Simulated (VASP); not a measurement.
# GaSb (F-43m) in VASP: notebook

The runs below take GaSb through single point, with PBE-based global hybrid with 10 % exact exchange, PBE-based screened hybrid with 50 % exact exchange.

Program: VASP 6.6.1. These are calculated values, not measurements. Logs are shortened: lines on timing, memory, paths and dates and some standing lists are left out, and cuts for length are marked.

## (1) The cell of the first run

It takes space group F-43m (No. 216, cubic). The conventional cell has a = 6.132 Å, b = 6.132 Å, c = 6.132 Å, α = 90.00°, β = 90.00°, γ = 90.00°. Ga (site symmetry -43m) has 4 Sb at 2.66 Å within 3.5 Å. Sb (site symmetry -43m) has 4 Ga at 2.66 Å within 3.5 Å.

## (2) Single point, PBE-based global hybrid with 10 % exact exchange

The input, POSCAR:

```
GaSb
1.0
    0.0000000000      3.0658788003      3.0658788003
    3.0658788003      0.0000000000      3.0658788003
    3.0658788003      3.0658788003      0.0000000000
Ga Sb
1 1
Direct
    0.0000000000      0.0000000000      0.0000000000
    0.2500000000      0.2500000000      0.2500000000
```

The input, INCAR.step1:

```
PREC = Accurate
ENCUT = 520
EDIFF = 1E-5
ISMEAR = -1
SIGMA = 0.02
LREAL = False
LASPH = True
NELM = 80
ALGO = Normal
ISIF = 2
LWAVE = True
LCHARG = False
NBANDS = 16
GGA = PE
```

The input, INCAR.step2:

```
PREC = Accurate
ENCUT = 520
EDIFF = 1E-7
ISMEAR = -1
SIGMA = 0.02
LREAL = False
LASPH = True
NELM = 80
ALGO = Normal
ISIF = 2
LWAVE = False
LCHARG = False
GGA = PE
LHFCALC = True
AEXX = 0.1
PRECFOCK = Normal
NBANDS = 16
ISTART = 1
```

The input, KPOINTS:

```
Automatic mesh
0
Gamma
  4 4 4
```

Potentials or basis: VASP PAW PBE potentials, release 64 (Ga_d, Sb).

The run is started by

```
$ cat potpaw_PBE.64/Ga_d/POTCAR potpaw_PBE.64/Sb/POTCAR > POTCAR
$ cp INCAR.step1 INCAR
$ mpirun -np 1 vasp_std > vasp.out
$ cp INCAR.step2 INCAR
$ mpirun -np 1 vasp_std > vasp.out
```

OUTCAR:

```text
PREC = Accurate
   ENCUT = 520
   EDIFF = 1E-7
   ISMEAR = -1
   LREAL = False
   LASPH = True
   NELM = 80
   ISIF = 2
   GGA = PE
   LHFCALC = True
   AEXX = 0.1
   PRECFOCK = Normal
   ISTART = 1

 ion  position               nearest neighbor table
   1  0.000  0.000  0.000-   2 2.66   2 2.66   2 2.66   2 2.66
   2  0.250  0.250  0.250-   1 2.66   1 2.66   1 2.66   1 2.66

  LATTYP: Found a face centered cubic cell.
 ALAT       =     6.1317576006

  Lattice vectors:

 A1 = (   0.0000000000,   3.0658788003,   3.0658788003)
 A2 = (   3.0658788003,   0.0000000000,   3.0658788003)
 A3 = (   3.0658788003,   3.0658788003,   0.0000000000)

Analysis of symmetry for initial positions (statically):
=====================================================================
 Subroutine PRICEL returns:
 Original cell was already a primitive cell.

 Routine SETGRP: Setting up the symmetry group for a
 face centered cubic supercell.

 Subroutine GETGRP returns: Found 24 space group operations
 (whereof 24 operations were pure point group operations)
 out of a pool of 48 trial point group operations.

The static configuration has the point symmetry T_d .

Analysis of symmetry for dynamics (positions and initial velocities):
=====================================================================
 Subroutine PRICEL returns:
 Original cell was already a primitive cell.

 Routine SETGRP: Setting up the symmetry group for a
 face centered cubic supercell.

 Subroutine GETGRP returns: Found 24 space group operations
 (whereof 24 operations were pure point group operations)
 out of a pool of 48 trial point group operations.

The dynamic configuration has the point symmetry T_d .

 Subroutine INISYM returns: Found 24 space group operations
 (whereof 24 operations are pure point group operations),
 and found     1 'primitive' translations

----------------------------------------------------------------------------------------

                                     Primitive cell

  volume of cell :      57.6361

  direct lattice vectors                    reciprocal lattice vectors
     0.000000000  3.065878800  3.065878800    -0.163085377  0.163085377  0.163085377
     3.065878800  0.000000000  3.065878800     0.163085377 -0.163085377  0.163085377
     3.065878800  3.065878800  0.000000000     0.163085377  0.163085377 -0.163085377

  length of vectors
     4.335807380  4.335807380  4.335807380     0.282472159  0.282472159  0.282472159

  position of ions in fractional coordinates (direct lattice)
     0.000000000  0.000000000  0.000000000
     0.250000000  0.250000000  0.250000000

  ion indices of the primitive-cell ions
   primitive index   ion index
                 1           1
                 2           2

----------------------------------------------------------------------------------------

 KPOINTS: Automatic mesh

Automatic generation of k-mesh.
 Grid dimensions read from file:
 generate k-points for:    4    4    4

 Generating k-lattice:

  Cartesian coordinates                     Fractional coordinates (reciprocal lattice)
    -0.040771344  0.040771344  0.040771344     0.250000000  0.000000000  0.000000000
     0.040771344 -0.040771344  0.040771344     0.000000000  0.250000000  0.000000000
     0.040771344  0.040771344 -0.040771344     0.000000000  0.000000000  0.250000000

  Length of vectors
     0.070618040  0.070618040  0.070618040

  Shift w.r.t. Gamma in fractional coordinates (k-lattice)
     0.000000000  0.000000000  0.000000000

 Subroutine IBZKPT returns following result:
 ===========================================

 Found      8 irreducible k-points:

 Following reciprocal coordinates:
            Coordinates               Weight
  0.000000  0.000000  0.000000      1.000000
  0.250000  0.000000  0.000000      8.000000
  0.500000  0.000000  0.000000      4.000000
  0.250000  0.250000  0.000000      6.000000
  0.500000  0.250000  0.000000     24.000000
 -0.250000  0.250000  0.000000     12.000000
  0.500000  0.500000  0.000000      3.000000
 -0.250000  0.500000  0.250000      6.000000
   k-points           NKPTS =      8   k-points in BZ     NKDIM =     64   number of bands    NBANDS=     16
   number of dos      NEDOS =    301   number of ions     NIONS =      2
   total plane-waves  NPLWV =  32768
   dimension x,y,z NGX =    32 NGY =   32 NGZ =   32
   dimension x,y,z NGXF=    64 NGYF=   64 NGZF=   64
   ions per type =               1   1
   NGX,Y,Z   is equivalent  to a cutoff of  12.27, 12.27, 12.27 a.u.
   NGXF,Y,Z  is equivalent  to a cutoff of  24.54, 24.54, 24.54 a.u.
 SYSTEM =  unknown system
   PREC   = accura    normal or accurate (medium, high low for compatibility)
   ISTART =      1    job   : 0-new  1-cont  2-samecut
   ICHARG =      0    charge: 1-file 2-atom 10-const
   ISPIN  =      1    spin polarized calculation?
   LNONCOLLINEAR =      F non collinear calculations
   LSORBIT =      F    spin-orbit coupling
   LASPH  =      T    aspherical Exc in radial PAW
   ENCUT  =  520.0 eV  38.22 Ry    6.18 a.u.   8.06  8.06  8.06*2*pi/ulx,y,z
   NELM   =     80;   NELMIN=  2; NELMDL=  0     # of ELM steps
   EDIFF  = 0.1E-06   stopping-criterion for ELM
   LREAL  =      F    real-space projection
   EDIFFG = 0.1E-05   stopping-criterion for IOM
   NSW    =      0    number of steps for IOM
   IBRION =     -1    ionic relax: 0-MD 1-quasi-New 2-CG
   NFREE  =      0    steps in history (QN), initial steepest desc. (CG)
   ISIF   =      2    stress and relaxation
   ISYM   =      3    0-nonsym 1-usesym 2-fastsym
   POTIM  = 0.5000    time-step for ionic-motion
   TEBEG  =    0.0;   TEEND  =   0.0 temperature during run
   PSTRESS=    0.0 pullay stress
   NELECT =      18.0000    total number of electrons
   NUPDOWN=      -1.0000    fix difference up-down
   EMIN   =  10.00;   EMAX   =-10.00  energy-range for DOS
   EFERMI =   0.00;   METHOD = LEGACY
   ISMEAR =    -1;   SIGMA  =   0.02  broadening in eV -4-tet -1-fermi 0-gaus
   EFERMI_NEDOS =   21; number of points for ismear=-14 and -15
   IALGO  =     38    algorithm
   IMIX   =      1    mixing-type and parameters
     AMIX     =   0.40;   BMIX     =  1.00
     AMIX_MAG =   1.60;   BMIX_MAG =  1.00
  volume/ion in A,a.u.               =      28.82       194.47
  Fermi-wavevector in a.u.,A,eV,Ry     =   1.110710  2.098938 16.785191  1.233677
  Thomas-Fermi vector in A             =   2.247265
   LORBIT       =      0    0 simple, 1 ext, 2 COOP (PROOUT), +10 PAW based schemes
   GGA     = PE    functional components
   LHFCALC =     T    Hartree Fock is set to
   PRECFOCK=normal    Normal, Fast or Accurate (Low or Medium for compatibility)
   ENCUT4O =  -1.0   cutoff for four orbital integrals eV
   NKREDX  =     1    reduce k-point grid by
   NKREDY  =     1    reduce k-point grid by
   NKREDZ  =     1    reduce k-point grid by
   AEXX    =    0.1000 exact exchange contribution
   HFSCREEN=    0.0000 screening length (either q_TF or 0.3 A-1)
   HFSCREENC=   0.0000 screening length for correlation (either q_TF or 0.3 A-1)
   ENCUTFOCK=  -1.0 apply spherical cutoff to Coloumb kernel
   IVDW    =     0    specifies the selected vdW correction
   LEPSILON=     F    determine dielectric tensor
   LRPA    =     F    only Hartree local field effects (RPA)
 non-spin polarized calculation
  energy-cutoff  :      520.00
  volume of cell :       57.64
 maximum number of plane-waves:      1572
  NGX = 28; NGY = 28; NGZ = 28

 number of electron      17.9999989 magnetization

 Free energy of the ion-electron system (eV)
  ---------------------------------------------------
  ext. energy  EPLUGINS =         0.00000000
  ---------------------------------------------------
  free energy    TOTEN  =        -8.10571671 eV

  energy without entropy =       -8.10571669  energy(sigma->0) =       -8.10571670

 E-fermi :   4.8405     XC(G=0):  -8.2823

 val. band max:        4.5435655530   @ k =   0.0000   0.0000   0.0000
 cond. band min:       5.1154724777   @ k =   0.0000   0.0000   0.0000
 fundamental gap:      0.5719069248
 Fermi energy:         4.8404985964

 k-point     1 :       0.0000    0.0000    0.0000
  band No.  band energies     occupation
      1     -11.5843      2.00000
      2     -11.5843      2.00000
      3     -11.5843      2.00000
      4     -11.5356      2.00000
      5     -11.5356      2.00000
      6      -7.3568      2.00000
      7       4.5436      2.00000
      8       4.5436      2.00000
      9       4.5436      2.00000
     10       5.1155      0.00000
     11       7.8603      0.00000
     12       7.8603      0.00000
     13       7.8603      0.00000
     14      10.9638      0.00000
     15      13.7341      0.00000
     16      13.7341      0.00000

 k-point     2 :       0.2500    0.0000    0.0000
  band No.  band energies     occupation
      1     -11.5955      2.00000
      2     -11.5788      2.00000
      3     -11.5788      2.00000
      4     -11.5360      2.00000
      5     -11.5360      2.00000
      6      -6.7212      2.00000
      7       0.4125      2.00000
      8       3.8268      2.00000
      9       3.8268      2.00000
     10       5.8713      0.00000
     11       8.7431      0.00000
     12       8.7431      0.00000
     13      10.3495      0.00000
     14      12.3642      0.00000
     15      12.7202      0.00000
     16      12.7202      0.00000

 k-point     3 :       0.5000    0.0000    0.0000
  band No.  band energies     occupation
      1     -11.6064      2.00000
      2     -11.5742      2.00000
      3     -11.5742      2.00000
      4     -11.5355      2.00000
      5     -11.5355      2.00000
      6      -5.6744      2.00000
      7      -2.0485      2.00000
      8       3.3538      2.00000
      9       3.3538      2.00000
     10       5.4564      0.00000
     11       8.8488      0.00000
     12       8.8488      0.00000
     13      11.6241      0.00000
     14      14.5790      0.00000
     15      15.1152      0.00000
     16      15.1152      0.00000

 k-point     4 :       0.2500    0.2500    0.0000
  band No.  band energies     occupation
      1     -11.6045      2.00000
      2     -11.5730      2.00000
      3     -11.5730      2.00000
      4     -11.5404      2.00000
      5     -11.5338      2.00000
      6      -6.4937      2.00000
      7       0.3866      2.00000
      8       2.8352      2.00000
      9       2.8352      2.00000
     10       6.3094      0.00000
     11       7.8082      0.00000
     12      10.6567      0.00000
     13      10.6567      0.00000
     14      11.6256      0.00000
     15      14.2981      0.00000
     16      14.5565      0.00000

 k-point     5 :       0.5000    0.2500    0.0000
  band No.  band energies     occupation
      1     -11.6133      2.00000
      2     -11.5690      2.00000
      3     -11.5675      2.00000
      4     -11.5409      2.00000
      5     -11.5341      2.00000
      6      -5.3599      2.00000
      7      -1.8354      2.00000
      8       1.3774      2.00000
      9       2.4930      2.00000
     10       6.6586      0.00000
     11       9.0698      0.00000
     12      10.2999      0.00000
     13      10.9838      0.00000
     14      14.2722      0.00000
     15      15.2734      0.00000
     16      15.6597      0.00000

 k-point     6 :      -0.2500    0.2500    0.0000
  band No.  band energies     occupation
      1     -11.6069      2.00000
      2     -11.5725      2.00000
      3     -11.5721      2.00000
      4     -11.5372      2.00000
      5     -11.5365      2.00000
      6      -5.7993      2.00000
      7      -1.1651      2.00000
      8       1.2618      2.00000
      9       3.2859      2.00000
     10       7.0806      0.00000
     11       9.7391      0.00000
     12       9.8301      0.00000
     13      10.2039      0.00000
     14      12.1747      0.00000
     15      13.7970      0.00000
     16      15.8091      0.00000

 k-point     7 :       0.5000    0.5000    0.0000
  band No.  band energies     occupation
      1     -11.6225      2.00000
      2     -11.5614      2.00000
      3     -11.5614      2.00000
      4     -11.5465      2.00000
      5     -11.5319      2.00000
      6      -4.8070      2.00000
      7      -2.5171      2.00000
      8       1.8854      2.00000
      9       1.8854      2.00000
     10       5.9530      0.00000
     11       6.2940      0.00000
     12      13.9533      0.00000
     13      13.9533      0.00000
     14      15.3172      0.00000
     15      16.0820      0.00000
     16      16.4845      0.00000

 k-point     8 :      -0.2500    0.5000    0.2500
  band No.  band energies     occupation
      1     -11.6162      2.00000
      2     -11.5687      2.00000
      3     -11.5629      2.00000
      4     -11.5412      2.00000
      5     -11.5353      2.00000
      6      -4.7622      2.00000
      7      -2.3782      2.00000
      8       1.0981      2.00000
      9       1.3303      2.00000
     10       8.8220      0.00000
     11       9.4106      0.00000
     12       9.5579      0.00000
     13       9.8592      0.00000
     14      15.1959      0.00000
     15      15.2498      0.00000
     16      16.6304      0.00000

------------------------ aborting loop because EDIFF is reached ----------------------------------------

  FORCE on cell =-STRESS in cart. coord.  units (eV):
  Direction    XX          YY          ZZ          XY          YZ          ZX
  --------------------------------------------------------------------------------------
  -------------------------------------------------------------------------------------
  Total        0.4415210      0.4415210      0.4415210      0.0000000      0.0000000      0.0000000
  in kB       12.2734590     12.2734590     12.2734590      0.0000000      0.0000000      0.0000000
  external PRESSURE =      12.2734590 kB  Pullay stress =       0.0000000 kB

 VOLUME and BASIS-vectors are now :
 -----------------------------------------------------------------------------
  energy-cutoff  :      520.00
  volume of cell :       57.64
      direct lattice vectors                 reciprocal lattice vectors
     0.000000000  3.065878800  3.065878800    -0.163085377  0.163085377  0.163085377
     3.065878800  0.000000000  3.065878800     0.163085377 -0.163085377  0.163085377
     3.065878800  3.065878800  0.000000000     0.163085377  0.163085377 -0.163085377

 POSITION                                       TOTAL-FORCE (eV/Angst)
 -----------------------------------------------------------------------------------
      0.00000      0.00000      0.00000        -0.000000     -0.000000     -0.000000
      1.53294      1.53294      1.53294         0.000000      0.000000      0.000000
 -----------------------------------------------------------------------------------
    total drift:                                0.000009      0.000005      0.000005

  FREE ENERGIE OF THE ION-ELECTRON SYSTEM (eV)
  ---------------------------------------------------
  free  energy   TOTEN  =        -8.1057167123 eV

  energy  without entropy=       -8.1057166919  energy(sigma->0) =       -8.10571670
```

It took 11 min on 1 thread of Intel Xeon 6975P-C (Granite Rapids), shared host; peak memory 0.19 GiB.

Results:

| Item | Value |
| --- | --- |
| Free energy | -8.1057 eV |
| Pressure | 1.2 GPa |
| Band gap on the k mesh | 0.57 eV |

Caveat: the k points lie up to 0.44 Å⁻¹ apart; the PAW data sets were made with another functional, which shifts forces and pressure a little; spin-orbit coupling is left out, which moves the levels of the heavy elements. A k mesh can miss the band edges.

## (3) Single point, PBE-based screened hybrid with 50 % exact exchange

POSCAR is that of step 2.

INCAR.step1, as its differences from that of step 2:

```diff
@@ -7,3 +7,3 @@
 LASPH = True
-NELM = 80
+NELM = 100
 ALGO = Normal
```

The input, INCAR.step2:

```
PREC = Accurate
ENCUT = 520
EDIFF = 1E-6
ISMEAR = -1
SIGMA = 0.02
LREAL = False
LASPH = True
NELM = 100
ALGO = Normal
ISIF = 2
LWAVE = False
LCHARG = False
GGA = PE
LHFCALC = True
AEXX = 0.5
HFSCREEN = 0.3
PRECFOCK = Normal
NBANDS = 16
ISTART = 1
```

KPOINTS is that of step 2.

Potentials or basis: VASP PAW PBE potentials, release 64 (Ga_d, Sb).

The run is started by

```
$ cat potpaw_PBE.64/Ga_d/POTCAR potpaw_PBE.64/Sb/POTCAR > POTCAR
$ cp INCAR.step1 INCAR
$ mpirun -np 1 vasp_std > vasp.out
$ cp INCAR.step2 INCAR
$ mpirun -np 1 vasp_std > vasp.out
```

It took 8.9 min on 1 thread of Intel Xeon 6975P-C (Granite Rapids), shared host; peak memory 0.29 GiB.

Results (log left out):

```yaml
Free_energy: -10.5443 eV
Pressure: -2.5 GPa
Band_gap_on_the_k_mesh: 1.61 eV
```

Levels at points of the mesh, in eV from the valence-band top:
```
           k point  band 5  band 6  band 7  band 8  band 9  band 10  band 11  band 12  band 13  band 14
(0.00, 0.00, 0.00)  -19.96  -13.11    0.00    0.00    0.00     1.61     4.03     4.03     4.03     7.35
(0.50, 0.00, 0.00)  -19.96  -11.18   -7.04   -1.25   -1.25     1.66     5.03     5.03     7.95    11.13
(0.50, 0.50, 0.00)  -19.96  -10.18   -7.55   -2.82   -2.82     1.98     2.31    10.75    10.75    12.07
```

Caveat: the k points lie up to 0.44 Å⁻¹ apart; the PAW data sets were made with another functional, which shifts forces and pressure a little; spin-orbit coupling is left out, which moves the levels of the heavy elements.
